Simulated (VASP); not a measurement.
# Al2GaAs3 in VASP: further runs, part 2 of 2

VASP 6.6.1. Earlier steps stand in the parts before.

**4. Relaxation of cell and atoms, PBE**

File INCAR:

```
  PREC = Accurate
  ENCUT = 600
  EDIFF = 1E-6
  ISMEAR = 0
  SIGMA = 0.1
  LREAL = False
  LASPH = True
  NELM = 80
  ALGO = Normal
  ISIF = 3
  LWAVE = False
  LCHARG = False
  GGA = PE
  IBRION = 2
  NSW = 90
  EDIFFG = -0.04
```

File KPOINTS:

```
regular mesh
0
Gamma
  6 6 2
```

File POSCAR:

```
Al2GaAs3
1.0
    3.8536268600      0.0000000000      0.0000000000
   -1.9268134300      3.3373387600      0.0000000000
    0.0000000000      0.0000000000      9.4394194800
Al Ga As
2 1 3
Direct
    0.3333333300      0.6666666700      0.6666666700
    0.6666666700      0.3333333300      0.3333333300
    0.0000000000      0.0000000000      0.0000000000
    0.0000000000      0.0000000000      0.7500000000
    0.3333333300      0.6666666700      0.4166666700
    0.6666666700      0.3333333300      0.0833333300
```

Potentials or basis: VASP PAW PBE potentials, release 64 (Al, Ga_d, As).

Started as:

```console
$ cat potpaw_PBE.64/Al/POTCAR potpaw_PBE.64/Ga_d/POTCAR potpaw_PBE.64/As/POTCAR > POTCAR
$ mpirun -np 1 vasp_std > vasp.out
```

OUTCAR:

```text
PREC = Accurate
   ENCUT = 600
   EDIFF = 1E-6
   ISMEAR = 0
   LREAL = False
   LASPH = True
   NELM = 80
   ISIF = 3
   GGA = PE
   IBRION = 2
   NSW = 90
   EDIFFG = -0.04

 ion  position               nearest neighbor table
   1  0.333  0.667  0.667-   4 2.36   4 2.36   4 2.36   5 2.36
   2  0.667  0.333  0.333-   5 2.36   5 2.36   6 2.36   5 2.36
   3  0.000  0.000  0.000-   6 2.36   6 2.36   6 2.36   4 2.36
   4  0.000  0.000  0.750-   1 2.36   1 2.36   1 2.36   3 2.36
   5  0.333  0.667  0.417-   2 2.36   2 2.36   1 2.36   2 2.36
   6  0.667  0.333  0.083-   3 2.36   3 2.36   3 2.36   2 2.36

  LATTYP: Found a hexagonal cell.
 ALAT       =     3.8536268600
 C/A-ratio  =     2.4494897464

  Lattice vectors:

 A1 = (   3.8536268600,   0.0000000000,   0.0000000000)
 A2 = (  -1.9268134300,   3.3373387600,   0.0000000000)
 A3 = (   0.0000000000,   0.0000000000,   9.4394194800)

Analysis of symmetry for initial positions (statically):
=====================================================================
 Subroutine PRICEL returns:
 Original cell was already a primitive cell.

 Routine SETGRP: Setting up the symmetry group for a
 hexagonal supercell.

 Subroutine GETGRP returns: Found  6 space group operations
 (whereof  6 operations were pure point group operations)
 out of a pool of 24 trial point group operations.

The static configuration has the point symmetry C_3v.

Analysis of symmetry for dynamics (positions and initial velocities):
=====================================================================
 Subroutine PRICEL returns:
 Original cell was already a primitive cell.

 Routine SETGRP: Setting up the symmetry group for a
 hexagonal supercell.

 Subroutine GETGRP returns: Found  6 space group operations
 (whereof  6 operations were pure point group operations)
 out of a pool of 24 trial point group operations.

The dynamic configuration has the point symmetry C_3v.

 Subroutine INISYM returns: Found  6 space group operations
 (whereof  6 operations are pure point group operations),
 and found     1 'primitive' translations

----------------------------------------------------------------------------------------

                                     Primitive cell

  volume of cell :     121.3990

  direct lattice vectors                    reciprocal lattice vectors
     3.853626860  0.000000000  0.000000000     0.259495804  0.149819972  0.000000000
    -1.926813430  3.337338760  0.000000000     0.000000000  0.299639944  0.000000000
     0.000000000  0.000000000  9.439419480     0.000000000  0.000000000  0.105938718

  length of vectors
     3.853626860  3.853626862  9.439419480     0.299639944  0.299639944  0.105938718

  position of ions in fractional coordinates (direct lattice)
     0.333333330  0.666666670  0.666666670
     0.666666670  0.333333330  0.333333330
     0.000000000  0.000000000  0.000000000
     0.000000000  0.000000000  0.750000000
     0.333333330  0.666666670  0.416666670
     0.666666670  0.333333330  0.083333330

  ion indices of the primitive-cell ions
   primitive index   ion index
                 1           1
                 2           2
                 3           3
                 4           4
                 5           5
                 6           6

----------------------------------------------------------------------------------------

 KPOINTS: regular mesh

Automatic generation of k-mesh.
 Grid dimensions read from file:
 generate k-points for:    6    6    2

 Generating k-lattice:

  Cartesian coordinates                     Fractional coordinates (reciprocal lattice)
     0.043249301  0.024969995  0.000000000     0.166666667 -0.000000000  0.000000000
     0.000000000  0.049939991  0.000000000     0.000000000  0.166666667  0.000000000
     0.000000000  0.000000000  0.052969359     0.000000000  0.000000000  0.500000000

  Length of vectors
     0.049939991  0.049939991  0.052969359

  Shift w.r.t. Gamma in fractional coordinates (k-lattice)
     0.000000000  0.000000000  0.000000000

[... 31 lines left out ...]
   ISTART =      0    job   : 0-new  1-cont  2-samecut
   ICHARG =      2    charge: 1-file 2-atom 10-const
   ISPIN  =      1    spin polarized calculation?
   LNONCOLLINEAR =      F non collinear calculations
   LSORBIT =      F    spin-orbit coupling
   LASPH  =      T    aspherical Exc in radial PAW
   ENCUT  =  600.0 eV  44.10 Ry    6.64 a.u.   7.70  7.70 18.85*2*pi/ulx,y,z
   NELM   =     80;   NELMIN=  2; NELMDL= -5     # of ELM steps
   EDIFF  = 0.1E-05   stopping-criterion for ELM
   LREAL  =      F    real-space projection
   EDIFFG = -.4E-01   stopping-criterion for IOM
   NSW    =     90    number of steps for IOM
   IBRION =      2    ionic relax: 0-MD 1-quasi-New 2-CG
   NFREE  =      1    steps in history (QN), initial steepest desc. (CG)
   ISIF   =      3    stress and relaxation
   ISYM   =      2    0-nonsym 1-usesym 2-fastsym
   POTIM  = 0.5000    time-step for ionic-motion
   TEBEG  =    0.0;   TEEND  =   0.0 temperature during run
   PSTRESS=    0.0 pullay stress
   NELECT =      34.0000    total number of electrons
   NUPDOWN=      -1.0000    fix difference up-down
   EMIN   =  10.00;   EMAX   =-10.00  energy-range for DOS
   EFERMI =   0.00;   METHOD = LEGACY
   ISMEAR =     0;   SIGMA  =   0.10  broadening in eV -4-tet -1-fermi 0-gaus
   EFERMI_NEDOS =   21; number of points for ismear=-14 and -15
   IALGO  =     38    algorithm
   IMIX   =      4    mixing-type and parameters
     AMIX     =   0.40;   BMIX     =  1.00
     AMIX_MAG =   1.60;   BMIX_MAG =  1.00
  volume/ion in A,a.u.               =      20.23       136.54
  Fermi-wavevector in a.u.,A,eV,Ry     =   1.071098  2.024083 15.609310  1.147252
  Thomas-Fermi vector in A             =   2.206829
   LORBIT       =      0    0 simple, 1 ext, 2 COOP (PROOUT), +10 PAW based schemes
   GGA     = PE    functional components
   LHFCALC =     F    Hartree Fock is set to
   AEXX    =    0.0000 exact exchange contribution
   IVDW    =     0    specifies the selected vdW correction
   LEPSILON=     F    determine dielectric tensor
   LRPA    =     F    only Hartree local field effects (RPA)
 conjugate gradient relaxation of ions
 non-spin polarized calculation
 Gauss-broadening in eV      SIGMA  =   0.10
  energy-cutoff  :      600.00
  volume of cell :      121.40
 maximum number of plane-waves:      4075
 NGX is ok and might be reduce to    32

--------------------------------------- Ionic step        1  -------------------------------------------

 number of electron      33.9999997 magnetization

 Free energy of the ion-electron system (eV)
  ---------------------------------------------------
  ext. energy  EPLUGINS =         0.00000000
  ---------------------------------------------------
  free energy    TOTEN  =       -26.23226835 eV

  energy without entropy =      -26.23226835  energy(sigma->0) =      -26.23226835

 E-fermi :   5.4470     XC(G=0):  -9.6921

 val. band max:        4.9869175115   @ k =   0.0000   0.0000   0.0000
 cond. band min:       6.1520692440   @ k =   0.5000  -0.0000   0.0000
 fundamental gap:      1.1651517325
 Fermi energy:         5.4470323811

 k-point     1 :       0.0000    0.0000    0.0000
  band No.  band energies     occupation
      1      -9.8214      2.00000
      2      -9.7399      2.00000
      3      -9.7399      2.00000
      4      -9.6479      2.00000
      5      -9.6479      2.00000
      6      -7.9690      2.00000
[... 482 lines left out ...]
  energy  without entropy=      -27.0156902204  energy(sigma->0) =      -27.01569022

--------------------------------------- Ionic step        5  -------------------------------------------

 number of electron      33.9999991 magnetization

 Free energy of the ion-electron system (eV)
  ---------------------------------------------------
  ext. energy  EPLUGINS =         0.00000000
  ---------------------------------------------------
  free energy    TOTEN  =       -27.01621714 eV

  energy without entropy =      -27.01621714  energy(sigma->0) =      -27.01621714

 E-fermi :   3.9922     XC(G=0):  -9.0529

 val. band max:        3.5691281608   @ k =   0.0000   0.0000   0.0000
 cond. band min:       4.5003640630   @ k =   0.0000   0.0000   0.0000
 fundamental gap:      0.9312359023
 Fermi energy:         3.9921751478

 k-point     1 :       0.0000    0.0000    0.0000
  band No.  band energies     occupation
      1     -10.9611      2.00000
      2     -10.9184      2.00000
      3     -10.9184      2.00000
      4     -10.8607      2.00000
      5     -10.8607      2.00000
      6      -8.3740      2.00000
[... 358 lines left out ...]
  FREE ENERGIE OF THE ION-ELECTRON SYSTEM (eV)
  ---------------------------------------------------
  free  energy   TOTEN  =       -27.0162171354 eV

  energy  without entropy=      -27.0162171354  energy(sigma->0) =      -27.01621714

 reached required accuracy - stopping structural energy minimisation
```

Wall time 2.8 min (1 thread of Intel Xeon Platinum 8375C at 2.90GHz (Ice Lake), shared host); peak memory 0.3 GiB.

What came out:

```yaml
Free_energy: -27.0162 eV
Relaxed_volume: 23.61 Å³/atom
Relaxed_cell: a = 4.058 Å, b = 4.058 Å, c = 9.930 Å, α = 90.00°, β = 90.00°, γ = 120.00°
Space_group_after_relaxing_to_0.1_Å: P3m1 (No. 156)
Energy_gained_by_relaxing: 130.7 meV/atom
Ionic_steps: 5
Pressure_after_relaxing: 0.0 GPa
Largest_force_after_relaxing: 0.036 eV/Å
Band_gap_on_the_k_mesh: 0.93 eV
```

Forces on the atoms (eV/Å):
```
Al   0.000  0.000  0.000
Al   0.000  0.000  0.026
Ga   0.000  0.000 -0.007
As   0.000  0.000 -0.036
As   0.000  0.000 -0.002
As   0.000  0.000  0.020
```

Step by step:
| step | energy change (eV) | largest force (eV/Å) | pressure (GPa) | volume (Å³) |
| --- | --- | --- | --- | --- |
| 1 | 0.0000 | 0.0843 | 14.20 | 121.40 |
| 2 | -0.5465 | 0.0643 | -4.97 | 155.70 |
| 3 | -0.7837 | 0.0622 | 0.00 | 141.70 |
| 4 | -0.7834 | 0.0622 | -0.17 | 142.13 |
| 5 | -0.7839 | 0.0362 | 0.03 | 141.64 |

Final structure:
```yaml
crystal:
  lattice:
    - [4.05844, 0.00000, 0.00000]
    - [-2.02922, 3.51471, 0.00000]
    - [0.00000, 0.00000, 9.92972]
  atoms:
    - { symbol: Al, position: [0.33333, 0.66667, 0.66693] }
    - { symbol: Al, position: [0.66667, 0.33333, 0.33341] }
    - { symbol: Ga, position: [0.00000, 0.00000, 0.99987] }
    - { symbol: As, position: [0.00000, 0.00000, 0.74944] }
    - { symbol: As, position: [0.33333, 0.66667, 0.41651] }
    - { symbol: As, position: [0.66667, 0.33333, 0.08384] }
```

Levels at points of the mesh, in eV from the valence-band top:
```
           k point  band 14  band 15  band 16  band 17  band 18  band 19  band 20  band 21
(0.00, 0.00, 0.00)    -0.70    -0.03     0.00     0.00     0.93     1.88     2.03     4.02
(0.50, 0.00, 0.00)    -2.25    -2.14    -1.39    -1.31     1.48     1.98     2.63     2.76
(0.00, 0.00, 0.50)    -0.43    -0.43    -0.19    -0.19     1.37     2.16     2.45     4.42
(0.50, 0.00, 0.50)    -2.01    -1.98    -0.91    -0.91     1.52     1.95     2.14     3.53
```

Caveat: the volume moved by over 15 % at a fixed basis, so the end points are rough.

**5. Single point, PBE**

This run uses another cell than the first one: it holds 12 atoms, not 6.

File INCAR:

```
PREC = Accurate
ENCUT = 520
EDIFF = 1E-6
ISMEAR = 0
SIGMA = 0.1
LREAL = F
LASPH = T
NELM = 100
ALGO = Normal
ISIF = 2
LWAVE = F
LCHARG = T
GGA = PE
LELF = T
LVHAR = T
NBANDS = 46
```

File KPOINTS:

```
Automatic mesh
0
Gamma
  4 2 2
```

File POSCAR:

```
Al2GaAs3
1.0
    4.0539514387      0.0000000000      0.0000000000
    0.0000000000      7.0216498632      0.0000000000
    0.0000000000      0.0000000000      9.9348323623
Al Ga As
4 2 6
Direct
    0.0000000000      0.3333333333      0.6667206168
    0.5000000000      0.8333333333      0.6667206168
    0.5000000000      0.1666666667      0.3336947165
    0.0000000000      0.6666666667      0.3336947165
    0.5000000000      0.5000000000      0.9995819601
    1.0000000000      1.0000000000      0.9995819601
    0.0000000000      0.0000000000      0.7491568393
    0.5000000000      0.5000000000      0.7491568393
    0.0000000000      0.3333333333      0.4166919437
    0.5000000000      0.8333333333      0.4166919437
    0.5000000000      0.1666666667      0.0841539234
    0.0000000000      0.6666666667      0.0841539234
```

Started as:

```console
$ cat potpaw_PBE.64/Al/POTCAR potpaw_PBE.64/Ga_d/POTCAR potpaw_PBE.64/As/POTCAR > POTCAR
$ mpirun -np 1 vasp_std > vasp.out
```

It took 2.6 min on 1 thread of Intel Xeon Platinum 8375C at 2.90GHz (Ice Lake), shared host; peak memory 0.4 GiB.

It converged, with:

```
Free energy            : -53.8711 eV
Pressure               : 0.1 GPa
Largest force          : 0.041 eV/Å
Band gap on the k mesh : 0.94 eV
```

Forces in eV/Å, atoms in the order of the input:
```
Al   0.000 -0.012  0.005
Al   0.000 -0.012  0.005
Al   0.000 -0.012 -0.006
Al   0.000 -0.012 -0.006
Ga   0.000 -0.031 -0.008
Ga   0.000 -0.031 -0.008
As   0.000  0.012 -0.012
As   0.000  0.012 -0.012
As   0.000  0.011 -0.006
As   0.000  0.011 -0.006
As   0.000  0.031  0.027
As   0.000  0.031  0.027
```

Stress tensor (GPa, compression positive):
```
 0.63  0.00  0.00
 0.00 -0.15 -0.05
 0.00 -0.05 -0.10
```

Levels at points of the mesh, in eV from the valence-band top:
| k point | band 30 | band 31 | band 32 | band 33 | band 34 | band 35 | band 36 | band 37 | band 38 | band 39 |
| --- | --- | --- | --- | --- | --- | --- | --- | --- | --- | --- |
| (0.00, 0.00, 0.00) | -0.70 | -0.70 | -0.05 | 0.00 | 0.00 | 0.94 | 1.46 | 1.89 | 1.97 | 2.03 |
| (0.50, 0.00, 0.00) | -2.04 | -1.99 | -1.99 | -0.99 | -0.99 | 2.45 | 2.45 | 2.81 | 2.81 | 3.13 |
| (0.00, 0.50, 0.00) | -1.01 | -0.77 | -0.77 | -0.71 | -0.71 | 2.31 | 2.31 | 2.58 | 2.58 | 3.12 |
| (0.50, 0.50, 0.00) | -2.15 | -1.40 | -1.40 | -1.31 | -1.31 | 1.46 | 1.46 | 1.97 | 1.97 | 2.62 |
| (0.00, 0.00, 0.50) | -0.92 | -0.44 | -0.44 | -0.18 | -0.18 | 1.38 | 1.51 | 1.93 | 2.13 | 2.16 |
| (0.50, 0.00, 0.50) | -2.50 | -1.63 | -1.63 | -1.59 | -1.59 | 2.76 | 2.76 | 3.12 | 3.12 | 4.28 |
| (0.00, 0.50, 0.50) | -1.42 | -1.27 | -1.27 | -0.50 | -0.50 | 2.12 | 2.12 | 2.51 | 2.51 | 2.66 |
| (0.50, 0.50, 0.50) | -1.99 | -0.93 | -0.93 | -0.92 | -0.92 | 1.51 | 1.51 | 1.93 | 1.93 | 2.14 |

Caveat: the k points lie up to 0.45 Å⁻¹ apart. A k mesh can miss the band edges.

**6. Single point, PBE**

This run uses another cell than the first one: it holds 12 atoms, not 6.

File INCAR:

```
  ALGO = Normal
  EDIFF = 1E-7
  ENCUT = 520
  GGA = PE
  ISIF = 2
  ISMEAR = 0
  LASPH = T
  LCHARG = T
  LELF = T
  LREAL = F
  LVHAR = T
  LWAVE = F
  NBANDS = 46
  NELM = 60
  PREC = Accurate
  SIGMA = 0.1
```

File KPOINTS:

```
k-points
0
Gamma
  4 2 2
```

File POSCAR:

```
Al2GaAs3
1.0
    4.0756581265      0.0002472897      0.0000125334
    0.0003056559      6.9966797585     -0.0175552975
   -0.0011541425     -0.0252911387      9.9117122233
Al Ga As
4 2 6
Direct
   -0.0001052701      0.3333967181      0.6669000096
    0.4996869813      0.8335815308      0.6667527544
    0.4998960280      0.1668912136      0.3338040768
   -0.0000498310      0.6666522113      0.3339440273
    0.5003586429      0.5003063922      0.9994348814
    1.0001021043      1.0000099189      0.9997088549
   -0.0003245918     -0.0003560050      0.7490809793
    0.5001620133      0.4997252395      0.7488497531
   -0.0000496620      0.3330964090      0.4166097074
    0.4999673085      0.8332174472      0.4164205738
    0.5000854242      0.1667842905      0.0841985914
    0.0002708523      0.6666946339      0.0842957905
```

Potentials or basis: VASP PAW PBE potentials, release 64 (Al, Ga_d, As).

Started as:

```console
$ cat potpaw_PBE.64/Al/POTCAR potpaw_PBE.64/Ga_d/POTCAR potpaw_PBE.64/As/POTCAR > POTCAR
$ mpirun -np 1 vasp_std > vasp.out
```

Run time: 3.7 min. Hardware: 1 thread of Intel Xeon Platinum 8375C at 2.90GHz (Ice Lake), shared host; peak memory 0.39 GiB.

The run converged. Its results:

- Free energy: -53.8748 eV
- Pressure: 0.2 GPa
- Largest force: 0.025 eV/Å
- Band gap on the k mesh: 0.92 eV

Forces on the atoms (eV/Å):
```
Al   0.008 -0.008  0.004
Al   0.001 -0.009  0.005
Al   0.002  0.001  0.003
Al   0.002  0.008  0.001
Ga  -0.003 -0.017  0.018
Ga  -0.001 -0.004  0.013
As   0.002  0.007 -0.018
As  -0.010  0.010 -0.014
As  -0.002 -0.002 -0.006
As  -0.001 -0.002 -0.001
As   0.000  0.013 -0.003
As   0.001  0.005 -0.001
```

Levels at points of the mesh, in eV from the valence-band top:
```csv
k point,band 32,band 33,band 34,band 35,band 36,band 37
"(0.00, 0.00, 0.00)",-0.06,-0.05,0.00,0.92,1.41,1.85
"(0.50, 0.00, 0.00)",-2.00,-1.03,-1.03,2.46,2.47,2.82
"(0.00, 0.50, 0.00)",-0.83,-0.72,-0.72,2.24,2.24,2.53
"(0.50, 0.50, 0.00)",-1.40,-1.31,-1.31,1.45,1.45,1.97
"(0.00, 0.00, 0.50)",-0.45,-0.23,-0.18,1.35,1.47,1.85
"(0.50, 0.00, 0.50)",-1.65,-1.61,-1.61,2.76,2.76,3.12
"(0.00, 0.50, 0.50)",-1.26,-0.56,-0.56,2.07,2.07,2.44
"(0.50, 0.50, 0.50)",-0.96,-0.91,-0.90,1.51,1.51,1.93
```

Caveat: the k points lie up to 0.45 Å⁻¹ apart.

**7. Single point, PBE**

This run uses another cell than the first one, of 23.57 Å³/atom.

File INCAR:

```
SYSTEM = Al2GaAs3
  PREC = Accurate
  ENCUT = 520
  EDIFF = 1E-7
  ISMEAR = 0
  SIGMA = 0.02
  LREAL = .FALSE.
  LASPH = .TRUE.
  NELM = 100
  ALGO = Normal
  ISIF = 2
  LWAVE = .FALSE.
  LCHARG = .TRUE.
  GGA = PE
  LELF = .TRUE.
  LVHAR = .TRUE.
  NBANDS = 26
```

File KPOINTS:

```
Automatic mesh
0
G
  12 12 4
  0 0 0
```

File POSCAR:

```
Al2GaAs3
1.0
    4.0539514387      0.0000000000      0.0000000000
   -2.0269757193      3.5108249316      0.0000000000
    0.0000000000      0.0000000000      9.9348323623
Al Ga As
2 1 3
Direct
    0.3333333333      0.6666666667      0.6667206168
    0.6666666667      0.3333333333      0.3336947165
    0.0000000000      0.0000000000      0.9995819601
    0.0000000000      0.0000000000      0.7491568393
    0.3333333333      0.6666666667      0.4166919437
    0.6666666667      0.3333333333      0.0841539234
```

Started as:

```console
$ cat potpaw_PBE.64/Al/POTCAR potpaw_PBE.64/Ga_d/POTCAR potpaw_PBE.64/As/POTCAR > POTCAR
$ mpirun -np 1 vasp_std > vasp.out
```

Wall time 3.8 min (1 thread of Intel Xeon Platinum 8375C at 2.90GHz (Ice Lake), shared host); peak memory 0.41 GiB.

Results (log left out):

```yaml
Free_energy: -27.0432 eV
Pressure: 0.2 GPa
Largest_force: 0.010 eV/Å
Band_gap_on_the_k_mesh: 0.95 eV
```

Forces in eV/Å, atoms in the order of the input:
```
Al   0.000  0.000  0.008
Al   0.000  0.000  0.007
Ga   0.000  0.000  0.009
As   0.000  0.000 -0.010
As   0.000  0.000 -0.007
As   0.000  0.000 -0.006
```

Levels at points of the mesh, in eV from the valence-band top:
| k point | band 14 | band 15 | band 16 | band 17 | band 18 | band 19 | band 20 | band 21 |
| --- | --- | --- | --- | --- | --- | --- | --- | --- |
| (0.00, 0.00, 0.00) | -0.70 | -0.04 | 0.00 | 0.00 | 0.95 | 1.90 | 2.04 | 4.02 |
| (0.50, 0.00, 0.00) | -2.26 | -2.15 | -1.40 | -1.31 | 1.47 | 1.98 | 2.62 | 2.76 |
| (0.00, 0.00, 0.50) | -0.44 | -0.44 | -0.18 | -0.18 | 1.39 | 2.17 | 2.46 | 4.42 |
| (0.50, 0.00, 0.50) | -2.02 | -1.98 | -0.92 | -0.92 | 1.52 | 1.94 | 2.14 | 3.51 |

A k mesh can miss the band edges.

**8. The runs side by side**

```tsv
task	cell	k mesh	cutoff (eV)	smearing	gap on the mesh (eV)	pressure (GPa)	largest force (eV/Å)
single point	a = 3.854, b = 3.854, c = 9.439 Å, angles 90.0, 90.0, 120.0°, 6 atoms, atomic positions A	6 × 6 × 2	520	gaussian 0.1 eV	1.17	14.2	0.08
single point	a = 4.055, b = 4.055, c = 9.912 Å, angles 90.0, 90.0, 120.0°, 6 atoms, atomic positions A	6 × 6 × 2	520	gaussian 0.1 eV	0.96	0.3	0.01
relaxation of cell and atoms	relaxed from a = 3.854, b = 3.854, c = 9.439 Å, angles 90.0, 90.0, 120.0°, 6 atoms, atomic positions A	6 × 6 × 2	600	gaussian 0.1 eV	0.93	0.0	0.04
single point	a = 4.054, b = 7.022, c = 9.935 Å, 12 atoms, atomic positions B	4 × 2 × 2	520	gaussian 0.1 eV	0.94	0.1	0.04
single point	a = 4.076, b = 6.997, c = 9.912 Å, angles 90.3, 90.0, 90.0°, 12 atoms, atomic positions B	4 × 2 × 2	520	gaussian 0.1 eV	0.92	0.2	0.02
single point	a = 4.054, b = 4.054, c = 9.935 Å, angles 90.0, 90.0, 120.0°, 6 atoms, atomic positions A	12 × 12 × 4	520	gaussian 0.02 eV	0.95	0.2	0.01
```

Alike in all rows: level PBE; potentials or basis VASP PAW PBE potentials, release 64 (Al, Ga_d, As); no spin polarisation.

Caveats: some runs use coarse meshes; the cell stands under pressure (at least some runs); the volume moved by over 15 % at a fixed basis, so the end points are rough (at least some runs).

Total energies depend on the potentials used, so only differences within one code and one set of settings carry meaning.
